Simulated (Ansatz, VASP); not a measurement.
One calculation of SrTiO3, two programs

```
CELL_PARAMETERS angstrom
3.90685 0.00000 0.00000
0.00000 3.90685 0.00000
0.00000 0.00000 3.94592
ATOMIC_POSITIONS crystal
Sr 0.00000 0.00000 0.00000
Ti 0.50000 0.50000 0.50000
O 0.50000 0.50000 0.00000
O 0.50000 0.00000 0.50000
O 0.00000 0.50000 0.50000
```

Change from the starting cell: uniaxial_z strain +1.0%.

Alike in both runs: task single point; functional PBE; k mesh 6 × 6 × 6; occupations fermi-dirac, width 0.02 eV; no spin polarisation.

|  | VASP | Ansatz |
| --- | --- | --- |
| version | VASP 6.6.1 | Ansatz 0.2.0 |
| potentials or method | VASP PAW PBE potentials, release 64 (Sr_sv, Ti_sv, O) | plane waves, PAW |
| plane-wave cutoff (eV) | 520 | 420 |
| valence electrons in the cell | 40 | 40 |

```csv
,VASP,Ansatz,Ansatz less VASP
gap on the k mesh at the Fermi level (eV),1.81,1.84,+0.031
pressure (GPa),2.9,2.3,-0.64
"traceless stress, the component that is largest in VASP (GPa)",-1.52,-1.49,+0.025
```

With one functional, cell and mesh, what is left measures potentials, basis and numerics.
